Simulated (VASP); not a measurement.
A run of VASP 6.6.1 is set up as follows.

INCAR

```
PREC     = Accurate       # precision mode
ENCUT    = 520            # plane-wave cutoff, eV
EDIFF    = 1E-6           # SCF threshold, eV
ISMEAR   = -1             # smearing method
SIGMA    = 0.05           # smearing width, eV
LREAL    = Auto         
LASPH    = T              # aspherical terms in the spheres
NELM     = 150            # most SCF steps
ALGO     = Normal         # electronic algorithm
ISIF     = 2              # what is computed and relaxed
LWAVE    = F              # write WAVECAR
LCHARG   = F              # write CHGCAR
ISPIN    = 2              # spin polarisation
MAGMOM   = 0 0 0 0 0 0 0 0 0 0 0 0 0 0 0 0 0 # initial moments
LORBIT   = 11             # projections on sites
GGA      = PE             # functional
NBANDS   = 53             # bands
```

KPOINTS

```
Automatic mesh
0
Gamma
  2 2 2
```

The input POSCAR:

```
Si16O
1.0
    0.0000000000      5.4300000000      5.4300000000
    5.4300000000      0.0000000000      5.4300000000
    5.4300000000      5.4300000000      0.0000000000
Si O
16 1
Direct
   -0.0066482505     -0.0021178637     -0.0002946593
    0.1200184162      0.1260957643      0.1198342541
   -0.0040147330     -0.0140331492      0.4944198895
    0.1513904236      0.0705248619      0.6277992634
    0.0039502762      0.5001749540      0.0030478821
    0.1262062615      0.6221915285      0.1336095764
    0.0463720074      0.4424309392      0.5081031308
    0.1301473297      0.6104235727      0.6289134438
    0.4935727440      0.0161325967     -0.0066114180
    0.6186464088      0.1772467772      0.0799723757
    0.5055064457      0.0492633517      0.4509576427
    0.6194383057      0.1328453039      0.6191436464
    0.4983057090      0.5478084715     -0.0226519337
    0.6297882136      0.6412062615      0.1267127072
    0.5044659300      0.5016298343      0.5034162063
    0.6746316759      0.5800092081      0.6201197053
    0.6970349908      0.8147882136      0.4391160221
```

Potentials or basis: VASP PAW PBE potentials, release 64 (Si, O).

Command:

```bash
$ cat potpaw_PBE.64/Si/POTCAR potpaw_PBE.64/O/POTCAR > POTCAR
$ mpirun -np 1 vasp_std > vasp.out
```

Problem. Predict the largest force.

Solution. 0.120 eV/Å.

Problem. What does it give for the band gap on the k mesh?

Solution. 0.54 eV.

Problem. Predict the pressure.

Solution. 4.1 GPa.

Problem. Predict the net moment.

Solution. 0.00 μB per cell.

Stress tensor (GPa, compression positive):
```
 4.06 -0.94  1.55
-0.94  4.24 -1.09
 1.55 -1.09  4.01
```

Caveat: the k points lie up to 0.50 Å⁻¹ apart.
